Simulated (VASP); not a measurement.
# HC18N in VASP: further runs, part 2 of 2

VASP 6.6.1.

## 4. Single point, PBE

Input file INCAR:

```
ALGO     = Normal         # electronic algorithm
EDIFF    = 1E-7           # SCF threshold, eV
ENCUT    = 520            # plane-wave cutoff, eV
GGA      = PE             # functional
ISIF     = 2              # what is computed and relaxed
ISMEAR   = -1             # smearing method
LASPH    = True           # aspherical terms in the spheres
LCHARG   = False          # write CHGCAR
LREAL    = Auto         
LWAVE    = False          # write WAVECAR
NBANDS   = 55             # bands
NELM     = 100            # most SCF steps
PREC     = Accurate       # precision mode
SIGMA    = 0.05           # smearing width, eV
```

Input file KPOINTS:

```
k-points
0
Gamma
  2 2 1
```

Input file POSCAR:

```
HC18N
1.0
    7.3980000000      0.0000000000      0.0000000000
   -3.6990000000      6.4068560000      0.0000000000
    0.0000000000      0.0000000000     12.0000000000
C N H
18 1 1
Direct
    0.0163821376      0.0152249403      0.0782648333
    0.2378857295      0.1263532378      0.0785044167
    0.0128940160      0.3492578887      0.0778004167
    0.2362135770      0.4616090950      0.0815393333
    0.0177339805      0.6833709077      0.0787060833
    0.2376183173      0.7929187108      0.0830594167
    0.3474458922      0.0155208733      0.0815977500
    0.5702260462      0.1263707191      0.0804999167
    0.3498723880      0.3495514805      0.0801160000
    0.5676527933      0.4554875277      0.0812856667
    0.3451006137      0.6789746796      0.0895590000
    0.5708979305      0.7928210030      0.1081771667
    0.6833219694      0.0187347741      0.0860656667
    0.9009052587      0.1263168706      0.0797839167
    0.6800228724      0.3469570722      0.0780012500
    0.9029669425      0.4594921440      0.0789776667
    0.6900080068      0.6820557540      0.0994580833
    0.9132917903      0.7981769842      0.0775355833
    0.6872198745      0.7524792191      0.2154264167
    0.6235600847      0.6164583690      0.2614744167
```

On the command line:

```sh
$ cat potpaw_PBE.64/C/POTCAR potpaw_PBE.64/N/POTCAR potpaw_PBE.64/H/POTCAR > POTCAR
$ mpirun -np 1 vasp_std > vasp.out
```

Wall time 2.7 min (1 thread of Intel Xeon 6975P-C (Granite Rapids), shared host); peak memory 0.6 GiB.

It converged, with:

```
Free energy            : -174.3000 eV
Largest force          : 1.240 eV/Å
Band gap on the k mesh : 0.21 eV
```

Forces in eV/Å, atoms in the order of the input:
```
C    0.143 -0.059 -0.175
C    0.124 -0.006 -0.030
C    0.027  0.003 -0.001
C    0.067  0.033  0.066
C    0.111  0.076 -0.288
C    0.138 -0.005 -0.007
C    0.082  0.006 -0.003
C    0.133  0.005  0.033
C    0.119  0.041  0.072
C    0.105  0.003 -0.017
C    0.113 -0.076  0.274
C    0.195 -0.024  0.870
C    0.138  0.070  0.163
C    0.012  0.000  0.001
C    0.129 -0.032 -0.072
C    0.073 -0.031 -0.071
C    0.482 -0.047 -0.103
C    0.260  0.070 -0.900
N   -1.226 -0.051  0.179
H   -1.227  0.025  0.011
```

Levels at points of the mesh, in eV from the valence-band top:
```
           k point  band 37  band 38  band 39  band 40  band 41  band 42
(0.00, 0.00, 0.00)    -2.05    -1.12     0.00     0.21     1.25     2.93
(0.50, 0.00, 0.00)    -2.36    -2.07    -1.09     1.18     2.13     2.57
(0.00, 0.50, 0.00)    -2.37    -1.94    -1.11     1.16     2.09     2.59
(0.50, 0.50, 0.00)    -2.43    -1.98    -0.62     0.48     2.18     2.58
```

Caveat: the k points lie up to 0.49 Å⁻¹ apart.

## 5. Single point, PBE

Input file INCAR:

```
  ALGO = Normal
  EDIFF = 1E-7
  ENCUT = 520
  GGA = PE
  ISIF = 2
  ISMEAR = -1
  LASPH = True
  LCHARG = False
  LREAL = Auto
  LWAVE = False
  NBANDS = 55
  NELM = 60
  PREC = Accurate
  SIGMA = 0.05
```

KPOINTS is that of step 4.

Input file POSCAR:

```
HC18N
1.0
    7.3980000000      0.0000000000      0.0000000000
   -3.6990000000      6.4068560000      0.0000000000
    0.0000000000      0.0000000000     12.0000000000
C N H
18 1 1
Direct
    0.0137998483      0.0183561173      0.0849700000
    0.2344537581      0.1259199520      0.0798208333
    0.0144713442      0.3486385522      0.0782177500
    0.2346101755      0.4588537654      0.0798014167
    0.0123316781      0.6784095038      0.0883151667
    0.2337029668      0.7922886046      0.0831178333
    0.3462524730      0.0149055949      0.0816988333
    0.5666081045      0.1255998262      0.0796132500
    0.3451814480      0.3464750886      0.0783503333
    0.5659473146      0.4547648644      0.0817985833
    0.3439847371      0.6826618235      0.0804311667
    0.5631128837      0.7973152510      0.0801811667
    0.6769632513      0.0143685140      0.0802475833
    0.9035531310      0.1257396764      0.0802299167
    0.6777579409      0.3487691935      0.0804777500
    0.9035323475      0.4609608832      0.0814153333
    0.6706576539      0.6811468839      0.1005131667
    0.9009980887      0.7926696027      0.1069182500
    0.7485679529      0.7515965709      0.2157875833
    0.6831723036      0.6154054344      0.2614273333
```

Potentials or basis: VASP PAW PBE potentials, release 64 (C, N, H).

On the command line:

```sh
$ cat potpaw_PBE.64/C/POTCAR potpaw_PBE.64/N/POTCAR potpaw_PBE.64/H/POTCAR > POTCAR
$ mpirun -np 1 vasp_std > vasp.out
```

OUTCAR:

```text
EDIFF = 1E-7
   ENCUT = 520
   GGA = PE
   ISIF = 2
   ISMEAR = -1
   LASPH = True
   LREAL = Auto
   NELM = 60
   PREC = Accurate

 ion  position               nearest neighbor table
   1  0.014  0.018  0.085-  14 1.40   2 1.42  18 1.47
   2  0.234  0.126  0.080-   9 1.41   1 1.42   7 1.43
   3  0.014  0.349  0.078-   4 1.41  14 1.43  16 1.43
   4  0.235  0.459  0.080-   3 1.41   9 1.43  11 1.43
   5  0.012  0.678  0.088-  16 1.40   6 1.42  18 1.46
[... 445 lines left out ...]
  Total        6.1784213      4.0184959      0.3750421     -0.3920669     -0.0569582      4.3358890
  in kB       17.4039396     11.3196650      1.0564527     -1.1044097     -0.1604451     12.2137269
  external PRESSURE =       9.9266858 kB  Pullay stress =       0.0000000 kB

 VOLUME and BASIS-vectors are now :
 -----------------------------------------------------------------------------
  energy-cutoff  :      520.00
  volume of cell :      568.78
      direct lattice vectors                 reciprocal lattice vectors
     7.398000000  0.000000000  0.000000000     0.135171668  0.078041398  0.000000000
    -3.699000000  6.406856000  0.000000000     0.000000000  0.156082796  0.000000000
     0.000000000  0.000000000 12.000000000     0.000000000  0.000000000  0.083333333

 POSITION                                       TOTAL-FORCE (eV/Angst)
 -----------------------------------------------------------------------------------
      0.03419      0.11761      1.01964        -0.132775      0.064143      0.189482
      1.26871      0.80675      0.95785        -0.118332     -0.000123      0.036175
     -1.18256      2.23368      0.93861        -0.020790      0.003959     -0.003509
      0.03835      2.93981      0.95762        -0.061785     -0.035846     -0.068856
     -2.41821      4.34647      1.05978        -0.122031     -0.079080      0.300506
     -1.20174      5.07608      0.99741        -0.139957     -0.002034     -0.011367
[... 12 lines left out ...]
      2.75775      4.81537      2.58945         1.234837     -0.010765      0.092495
      2.77772      3.94281      3.13713         1.168313      0.003929      0.004874
 -----------------------------------------------------------------------------------
    total drift:                                0.010238     -0.012810      0.034548

  FREE ENERGIE OF THE ION-ELECTRON SYSTEM (eV)
  ---------------------------------------------------
  free  energy   TOTEN  =      -174.3900504443 eV

  energy  without entropy=     -174.3729644338  energy(sigma->0) =     -174.38150744
```

stdout:

```text
POSCAR found type information on POSCAR C N H
 POSCAR found :  3 types and      20 ions
 scaLAPACK will be used
 LDA part: xc-table for (Slater+PW92), standard interpolation
 POSCAR, INCAR and KPOINTS ok, starting setup
 FFT: planning ... GRIDC
 FFT: planning ... GRID_SOFT
 FFT: planning ... GRID
 WAVECAR not read
 entering main loop
```

Wall time 3 min (1 thread of Intel Xeon 6975P-C (Granite Rapids), shared host); peak memory 0.59 GiB.

Results:

```
Free energy            : -174.3901 eV
Largest force          : 1.238 eV/Å
Band gap on the k mesh : 0.21 eV
```

Forces on the atoms (eV/Å):
```
C   -0.133  0.064  0.189
C   -0.118  0.000  0.036
C   -0.021  0.004 -0.004
C   -0.062 -0.036 -0.069
C   -0.122 -0.079  0.301
C   -0.140 -0.002 -0.011
C   -0.080  0.005 -0.006
C   -0.115  0.003 -0.046
C   -0.130 -0.040 -0.074
C   -0.083  0.010 -0.004
C   -0.120  0.068 -0.318
C   -0.264  0.090 -0.952
C   -0.134 -0.053 -0.204
C   -0.003 -0.003  0.000
C   -0.108  0.050  0.074
C   -0.058  0.036  0.067
C   -0.487 -0.046 -0.053
C   -0.226 -0.063  0.975
N    1.235 -0.011  0.092
H    1.168  0.004  0.005
```

Caveat: the k points lie up to 0.49 Å⁻¹ apart.

## 6. Overview

| cell | gap on the mesh (eV) | largest force (eV/Å) |
| --- | --- | --- |
| as given, atomic positions A | 0.21 | 1.29 |
| as given, atomic positions B | 0.18 | 1.37 |
| as given, atomic positions C | 0.21 | 1.24 |
| as given, atomic positions D | 0.21 | 1.24 |

Alike in all rows: task single point; level PBE; potentials or basis VASP PAW PBE potentials, release 64 (C, N, H); no spin polarisation; k mesh 2 × 2 × 1; cutoff (eV) 520; smearing fermi-dirac 0.05 eV.

Caveats: all runs use coarse meshes.

Absolute energies hang on the potentials; compare differences alone.
